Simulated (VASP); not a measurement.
# Fe (P6_3/mmc) in VASP: further runs, part 2 of 3

VASP 6.6.1. Earlier steps stand in the parts before.

## 3. Electric field gradients, PBEsol (volume scaled by 0.94)

File INCAR:

```
ALGO = Normal ; EDIFF = 1E-8
ENCUT = 520 ; GGA = PS
ISIF = 2 ; ISMEAR = -1
LASPH = T ; LCHARG = F
LEFG = T ; LREAL = F
LWAVE = F ; NBANDS = 15
NELM = 80 ; PREC = Accurate
SIGMA = 0.08
```

File KPOINTS:

```
k-points
0
Gamma
  17 17 10
```

File POSCAR:

```
Fe
1.0
    2.3844669570      0.0000000000      0.0000000000
   -1.1922334785      2.0650089592      0.0000000000
    0.0000000000      0.0000000000      3.7635056374
Fe
2
Direct
    0.3333333333      0.6666666667      0.2500000000
    0.6666666667      0.3333333333      0.7500000000
```

Potentials or basis: VASP PAW PBE potentials, release 64 (Fe).

On the command line:

```sh
$ cat potpaw_PBE.64/Fe/POTCAR > POTCAR
$ mpirun -np 1 vasp_std > vasp.out
```

OUTCAR:

```text
EDIFF = 1E-8
   ENCUT = 520
   GGA = PS
   ISIF = 2
   ISMEAR = -1
   LASPH = T
   LREAL = F
   NELM = 80
   PREC = Accurate

 ion  position               nearest neighbor table
   1  0.333  0.667  0.250-   2 2.33   2 2.33   2 2.33   2 2.33   2 2.33   2 2.33
   2  0.667  0.333  0.750-   1 2.33   1 2.33   1 2.33   1 2.33   1 2.33   1 2.33

  LATTYP: Found a hexagonal cell.
 ALAT       =     2.3844669570
 C/A-ratio  =     1.5783425417

  Lattice vectors:

 A1 = (   2.3844669570,   0.0000000000,   0.0000000000)
 A2 = (  -1.1922334785,   2.0650089592,   0.0000000000)
 A3 = (   0.0000000000,   0.0000000000,   3.7635056374)

Analysis of symmetry for initial positions (statically):
=====================================================================
 Subroutine PRICEL returns:
 Original cell was already a primitive cell.

 Routine SETGRP: Setting up the symmetry group for a
 hexagonal supercell.

 Subroutine GETGRP returns: Found 24 space group operations
 (whereof 12 operations were pure point group operations)
 out of a pool of 24 trial point group operations.

The static configuration has the point symmetry D_3d.
 The point group associated with its full space group is D_6h.

Analysis of symmetry for dynamics (positions and initial velocities):
=====================================================================
 Subroutine PRICEL returns:
 Original cell was already a primitive cell.

 Routine SETGRP: Setting up the symmetry group for a
 hexagonal supercell.

 Subroutine GETGRP returns: Found 24 space group operations
 (whereof 12 operations were pure point group operations)
 out of a pool of 24 trial point group operations.
[... 578 lines left out ...]
      6       6.1539      2.00000
      7       6.6066      2.00000
      8       7.3412      1.99770
      9       8.0018      0.36826
     10       8.6148      0.00021
     11       8.9536      0.00000
     12      15.8891      0.00000
     13      18.0004      0.00000
     14      22.2549      0.00000
     15      23.1825      0.00000

 [... further k-points ...]

------------------------ aborting loop because EDIFF is reached ----------------------------------------

  FORCE on cell =-STRESS in cart. coord.  units (eV):
  Direction    XX          YY          ZZ          XY          YZ          ZX
  --------------------------------------------------------------------------------------
  -------------------------------------------------------------------------------------
  Total        2.3460808      2.3460808      2.5496337      0.0000000     -0.0000000      0.0000000
  in kB      202.8372595    202.8372595    220.4360167      0.0000000     -0.0000000      0.0000000
  external PRESSURE =     208.7035119 kB  Pullay stress =       0.0000000 kB

 VOLUME and BASIS-vectors are now :
 -----------------------------------------------------------------------------
  energy-cutoff  :      520.00
  volume of cell :       18.53
      direct lattice vectors                 reciprocal lattice vectors
     2.384466957  0.000000000  0.000000000     0.419380943  0.242129700  0.000000000
    -1.192233478  2.065008959  0.000000000     0.000000000  0.484259400  0.000000000
     0.000000000  0.000000000  3.763505637     0.000000000  0.000000000  0.265709712

 POSITION                                       TOTAL-FORCE (eV/Angst)
 -----------------------------------------------------------------------------------
     -0.00000      1.37667      0.94088         0.000000     -0.000000      0.000000
      1.19223      0.68834      2.82263        -0.000000      0.000000      0.000000
 -----------------------------------------------------------------------------------
    total drift:                                0.000000     -0.000000     -0.000000

  FREE ENERGIE OF THE ION-ELECTRON SYSTEM (eV)
  ---------------------------------------------------
  free  energy   TOTEN  =       -17.8290220316 eV

  energy  without entropy=      -17.7802197301  energy(sigma->0) =      -17.80462088

 Electric field gradients (V/A^2)
---------------------------------------------------------------------
 ion       V_xx      V_yy      V_zz      V_xy      V_xz      V_yz
---------------------------------------------------------------------
   1       4.555     4.556    -9.111     0.001     0.000    -0.000
   2       4.555     4.556    -9.111     0.001    -0.000     0.000
---------------------------------------------------------------------

 Electric field gradients after diagonalization (V/A^2)
 (convention: |V_zz| > |V_xx| > |V_yy|)
----------------------------------------------------------------------
 ion       V_xx      V_yy      V_zz     asymmetry (V_yy - V_xx)/ V_zz
----------------------------------------------------------------------
   1       4.556     4.554    -9.111       0.000
   2       4.556     4.554    -9.111       0.000
----------------------------------------------------------------------

           NMR quadrupolar parameters

 Cq : quadrupolar parameter    Cq=e*Q*V_zz/h
 eta: asymmetry parameters     (V_yy - V_xx)/ V_zz
 Q  : nuclear electric quadrupole moment in mb (millibarn)
----------------------------------------------------------------------
 ion       Cq(MHz)       eta       Q (mb)
----------------------------------------------------------------------
   1      -0.022       0.000       1.000
   2      -0.022       0.000       1.000
----------------------------------------------------------------------
```

Wall time 37 s (1 thread of AMD EPYC 9R14 (Zen 4), shared host); peak memory 0.13 GiB.

Results:

```
Free energy            : -17.8290 eV
Pressure               : 20.9 GPa
Band gap on the k mesh : zero (band 8 reaches 8.84 eV, above the bottom of band 9 at 6.74 eV)
```

Stress tensor (GPa, compression positive):
```
20.28  0.00  0.00
 0.00 20.28  0.00
 0.00  0.00 22.04
```

Levels at points of the mesh, in eV from the Fermi level:
| k point | band 4 | band 5 | band 6 | band 7 | band 8 | band 9 | band 10 | band 11 | band 12 | band 13 |
| --- | --- | --- | --- | --- | --- | --- | --- | --- | --- | --- |
| (0.00, 0.00, 0.00) | -1.92 | -1.75 | -1.37 | -1.37 | -0.98 | -0.98 | 0.57 | 0.82 | 0.82 | 9.79 |
| (0.00, 0.00, 0.50) | -2.36 | -2.05 | -2.05 | -2.05 | -2.05 | 0.37 | 0.37 | 0.37 | 0.37 | 18.35 |

Electric field gradients, principal values (V/Å²):
| atom | least | middle | greatest (by size) |
| --- | --- | --- | --- |
| 1 Fe | 4.554 | 4.556 | -9.111 |
| 2 Fe | 4.554 | 4.556 | -9.111 |

Caveat: without QUAD_EFG the Cq values of the log hold for a quadrupole moment of 1 mb, not for the nuclei; the PAW data sets were made with another functional, which shifts forces and pressure a little; the run has no spin polarisation, though such a crystal can be magnetic. Spin polarisation is off, so any magnetic state and its effect on volume and gap are missing.

## 4. Electric field gradients, PBEsol (volume scaled by 0.9405)

File INCAR:

```
  ALGO = Normal
  EDIFF = 1E-8
  ENCUT = 520
  GGA = PS
  ISIF = 2
  ISMEAR = -1
  LASPH = True
  LCHARG = False
  LEFG = True
  LREAL = False
  LWAVE = False
  NBANDS = 15
  NELM = 60
  PREC = Accurate
  SIGMA = 0.08
```

KPOINTS is that of step 3.

File POSCAR:

```
Fe
1.0
    2.3848896599      0.0000000000      0.0000000000
   -1.1924448299      2.0653750307      0.0000000000
    0.0000000000      0.0000000000      3.7641728074
Fe
2
Direct
    0.3333333333      0.6666666667      0.2500000000
    0.6666666667      0.3333333333      0.7500000000
```

Potentials or basis: VASP PAW PBE potentials, release 64 (Fe).

On the command line:

```sh
$ cat potpaw_PBE.64/Fe/POTCAR > POTCAR
$ mpirun -np 1 vasp_std > vasp.out
```

OUTCAR:

```text
EDIFF = 1E-8
   ENCUT = 520
   GGA = PS
   ISIF = 2
   ISMEAR = -1
   LASPH = True
   LREAL = False
   NELM = 60
   PREC = Accurate

 ion  position               nearest neighbor table
   1  0.333  0.667  0.250-   2 2.33   2 2.33   2 2.33   2 2.33   2 2.33   2 2.33
   2  0.667  0.333  0.750-   1 2.33   1 2.33   1 2.33   1 2.33   1 2.33   1 2.33

  LATTYP: Found a hexagonal cell.
 ALAT       =     2.3848896599
 C/A-ratio  =     1.5783425417

  Lattice vectors:

 A1 = (   2.3848896599,   0.0000000000,   0.0000000000)
 A2 = (  -1.1924448299,   2.0653750307,   0.0000000000)
 A3 = (   0.0000000000,   0.0000000000,   3.7641728074)

Analysis of symmetry for initial positions (statically):
=====================================================================
 Subroutine PRICEL returns:
 Original cell was already a primitive cell.

 Routine SETGRP: Setting up the symmetry group for a
 hexagonal supercell.

 Subroutine GETGRP returns: Found 24 space group operations
 (whereof 12 operations were pure point group operations)
 out of a pool of 24 trial point group operations.

The static configuration has the point symmetry D_3d.
 The point group associated with its full space group is D_6h.

Analysis of symmetry for dynamics (positions and initial velocities):
=====================================================================
 Subroutine PRICEL returns:
 Original cell was already a primitive cell.

 Routine SETGRP: Setting up the symmetry group for a
 hexagonal supercell.

 Subroutine GETGRP returns: Found 24 space group operations
 (whereof 12 operations were pure point group operations)
 out of a pool of 24 trial point group operations.

The dynamic configuration has the point symmetry D_3d.
 The point group associated with its full space group is D_6h.

 Subroutine INISYM returns: Found 24 space group operations
 (whereof 12 operations are pure point group operations),
 and found     1 'primitive' translations

----------------------------------------------------------------------------------------

                                     Primitive cell

  volume of cell :      18.5412

  direct lattice vectors                    reciprocal lattice vectors
     2.384889660  0.000000000  0.000000000     0.419306611  0.242086785  0.000000000
    -1.192444830  2.065375031  0.000000000     0.000000000  0.484173569  0.000000000
     0.000000000  0.000000000  3.764172807     0.000000000  0.000000000  0.265662617

  length of vectors
     2.384889660  2.384889660  3.764172807     0.484173569  0.484173569  0.265662617

  position of ions in fractional coordinates (direct lattice)
     0.333333333  0.666666667  0.250000000
     0.666666667  0.333333333  0.750000000

  ion indices of the primitive-cell ions
   primitive index   ion index
                 1           1
                 2           2

----------------------------------------------------------------------------------------

 KPOINTS: k-points

[... 79 lines left out ...]
   NUPDOWN=      -1.0000    fix difference up-down
   EMIN   =  10.00;   EMAX   =-10.00  energy-range for DOS
   EFERMI =   0.00;   METHOD = LEGACY
   ISMEAR =    -1;   SIGMA  =   0.08  broadening in eV -4-tet -1-fermi 0-gaus
   EFERMI_NEDOS =   21; number of points for ismear=-14 and -15
   IALGO  =     38    algorithm
   IMIX   =      4    mixing-type and parameters
     AMIX     =   0.40;   BMIX     =  1.00
     AMIX_MAG =   1.60;   BMIX_MAG =  1.00
  volume/ion in A,a.u.               =       9.27        62.56
  Fermi-wavevector in a.u.,A,eV,Ry     =   1.558604  2.945335 33.051922  2.429248
  Thomas-Fermi vector in A             =   2.662085
   LORBIT       =      0    0 simple, 1 ext, 2 COOP (PROOUT), +10 PAW based schemes
   GGA     = PS    functional components
   LHFCALC =     F    Hartree Fock is set to
   AEXX    =    0.0000 exact exchange contribution
   IVDW    =     0    specifies the selected vdW correction
   LEPSILON=     F    determine dielectric tensor
   LRPA    =     F    only Hartree local field effects (RPA)
 non-spin polarized calculation
  energy-cutoff  :      520.00
  volume of cell :       18.54
 maximum number of plane-waves:       523
 NGX is ok and might be reduce to    18
   NGX =  9   NGY =  9   NGZ = 13

 number of electron      16.0000000 magnetization

 Free energy of the ion-electron system (eV)
  ---------------------------------------------------
  ext. energy  EPLUGINS =         0.00000000
  ---------------------------------------------------
  free energy    TOTEN  =       -17.83029902 eV

  energy without entropy =      -17.78146101  energy(sigma->0) =      -17.80588002

 E-fermi :   7.8760     XC(G=0): -14.5147

 val. band max:        7.8752259350   @ k =   0.2941  -0.0000   0.0000
 cond. band min:       7.8838478140   @ k =   0.1765   0.1176   0.2000
 fundamental gap:      0.0086218789
 Fermi energy:         7.8760492827

 k-point     1 :       0.0000    0.0000    0.0000
  band No.  band energies     occupation
      1      -1.6443      2.00000
      2       2.3077      2.00000
      3       5.9585      2.00000
      4       5.9585      2.00000
      5       6.1248      2.00000
      6       6.5053      2.00000
      7       6.5053      2.00000
      8       6.8935      1.99999
      9       6.8935      1.99999
     10       8.4494      0.00154
     11       8.6942      0.00007
     12       8.6942      0.00007
     13      17.6571      0.00000
     14      30.4967      0.00000
[... 401 lines left out ...]
      2       3.7120      2.00000
      3       4.0685      2.00000
      4       4.2517      2.00000
      5       5.6905      2.00000
      6       6.1485      2.00000
      7       6.6009      2.00000
      8       7.3350      1.99769
      9       7.9951      0.36847
     10       8.6075      0.00021
     11       8.9460      0.00000
     12      15.8783      0.00000
     13      17.9884      0.00000
     14      22.2423      0.00000
     15      23.1687      0.00000

 [... further k-points ...]
[... 5 lines left out ...]
  --------------------------------------------------------------------------------------
  -------------------------------------------------------------------------------------
  Total        2.3221518      2.3221518      2.5246545      0.0000000      0.0000000      0.0000000
  in kB      200.6616668    200.6616668    218.1603226      0.0000000      0.0000000      0.0000000
  external PRESSURE =     206.4945521 kB  Pullay stress =       0.0000000 kB

 VOLUME and BASIS-vectors are now :
 -----------------------------------------------------------------------------
  energy-cutoff  :      520.00
  volume of cell :       18.54
      direct lattice vectors                 reciprocal lattice vectors
     2.384889660  0.000000000  0.000000000     0.419306611  0.242086785  0.000000000
    -1.192444830  2.065375031  0.000000000     0.000000000  0.484173569  0.000000000
     0.000000000  0.000000000  3.764172807     0.000000000  0.000000000  0.265662617

 POSITION                                       TOTAL-FORCE (eV/Angst)
 -----------------------------------------------------------------------------------
     -0.00000      1.37692      0.94104         0.000000      0.000000      0.000000
      1.19244      0.68846      2.82313        -0.000000      0.000000      0.000000
 -----------------------------------------------------------------------------------
    total drift:                                0.000000     -0.000000     -0.000000

  FREE ENERGIE OF THE ION-ELECTRON SYSTEM (eV)
  ---------------------------------------------------
  free  energy   TOTEN  =       -17.8302990215 eV

  energy  without entropy=      -17.7814610117  energy(sigma->0) =      -17.80588002

 Electric field gradients (V/A^2)
---------------------------------------------------------------------
 ion       V_xx      V_yy      V_zz      V_xy      V_xz      V_yz
---------------------------------------------------------------------
   1       4.551     4.552    -9.103     0.001     0.000    -0.000
   2       4.551     4.552    -9.103     0.001    -0.000     0.000
---------------------------------------------------------------------

 Electric field gradients after diagonalization (V/A^2)
 (convention: |V_zz| > |V_xx| > |V_yy|)
----------------------------------------------------------------------
 ion       V_xx      V_yy      V_zz     asymmetry (V_yy - V_xx)/ V_zz
----------------------------------------------------------------------
   1       4.552     4.550    -9.103       0.000
   2       4.552     4.550    -9.103       0.000
----------------------------------------------------------------------

           NMR quadrupolar parameters

 Cq : quadrupolar parameter    Cq=e*Q*V_zz/h
 eta: asymmetry parameters     (V_yy - V_xx)/ V_zz
 Q  : nuclear electric quadrupole moment in mb (millibarn)
----------------------------------------------------------------------
 ion       Cq(MHz)       eta       Q (mb)
----------------------------------------------------------------------
   1      -0.022       0.000       1.000
   2      -0.022       0.000       1.000
----------------------------------------------------------------------
```

OSZICAR:

```text
N       E                     dE             d eps       ncg     rms          rms(c)
DAV:   1     0.743658321840E+02    0.74366E+02   -0.72353E+03  6092   0.146E+03
DAV:   2    -0.191556461297E+02   -0.93521E+02   -0.83375E+02  5940   0.247E+02
DAV:   3    -0.211543234646E+02   -0.19987E+01   -0.19318E+01  7193   0.523E+01
DAV:   4    -0.211662175289E+02   -0.11894E-01   -0.11893E-01  7102   0.344E+00
DAV:   5    -0.211663684407E+02   -0.15091E-03   -0.15091E-03  7263   0.384E-01    0.204E+01
DAV:   6    -0.180096556858E+02    0.31567E+01   -0.11320E+01  6682   0.739E+01    0.156E+00
DAV:   7    -0.178758122327E+02    0.13384E+00   -0.59889E-01  7207   0.150E+01    0.117E+00
DAV:   8    -0.178431170390E+02    0.32695E-01   -0.36305E-03  9060   0.887E-01    0.562E-01
DAV:   9    -0.178302798539E+02    0.12837E-01   -0.23923E-03  8529   0.589E-01    0.603E-02
DAV:  10    -0.178303070212E+02   -0.27167E-04   -0.12394E-04  7632   0.179E-01    0.327E-02
DAV:  11    -0.178302981308E+02    0.88904E-05   -0.67259E-06  8070   0.579E-02    0.419E-03
DAV:  12    -0.178302986942E+02   -0.56339E-06   -0.36520E-07  6766   0.720E-03    0.190E-03
DAV:  13    -0.178302989396E+02   -0.24542E-06   -0.64381E-09  5119   0.149E-03    0.251E-04
DAV:  14    -0.178302990258E+02   -0.86190E-07   -0.17856E-09  3684   0.440E-04    0.608E-05
DAV:  15    -0.178302990215E+02    0.43144E-08   -0.20766E-10  3474   0.172E-04
   1 F= -.17830299E+02 E0= -.17805880E+02  d E =-.488380E-01
```

stdout:

```text
POSCAR found type information on POSCAR Fe
 POSCAR found :  1 types and       2 ions
 scaLAPACK will be used
 -----------------------------------------------------------------------------
|                                                                             |
|                                                                             |
|     You enforced a specific xc type in the INCAR file but a different       |
|     I HOPE YOU KNOW WHAT YOU ARE DOING!                                     |
|                                                                             |
 -----------------------------------------------------------------------------

 LDA part: xc-table for (Slater+PW92), standard interpolation
 POSCAR, INCAR and KPOINTS ok, starting setup
 FFT: planning ... GRIDC
 FFT: planning ... GRID_SOFT
 FFT: planning ... GRID
 WAVECAR not read
 entering main loop
ion   1

ion   2
```

Wall time 34 s (1 thread of AMD EPYC 9R14 (Zen 4), shared host); peak memory 0.13 GiB.

Results:

- Free energy: -17.8303 eV
- Pressure: 20.6 GPa
- Band gap on the k mesh: zero (band 8 reaches 8.84 eV, above the bottom of band 9 at 6.73 eV)

Electric field gradients, principal values (V/Å²):
| atom | least | middle | greatest (by size) |
| --- | --- | --- | --- |
| 1 Fe | 4.550 | 4.552 | -9.103 |
| 2 Fe | 4.550 | 4.552 | -9.103 |

Caveat: without QUAD_EFG the Cq values of the log hold for a quadrupole moment of 1 mb, not for the nuclei; the PAW data sets were made with another functional, which shifts forces and pressure a little; the run has no spin polarisation, though such a crystal can be magnetic. Spin polarisation is off, so any magnetic state and its effect on volume and gap are missing.

(Part 2 of 3 ends here.)
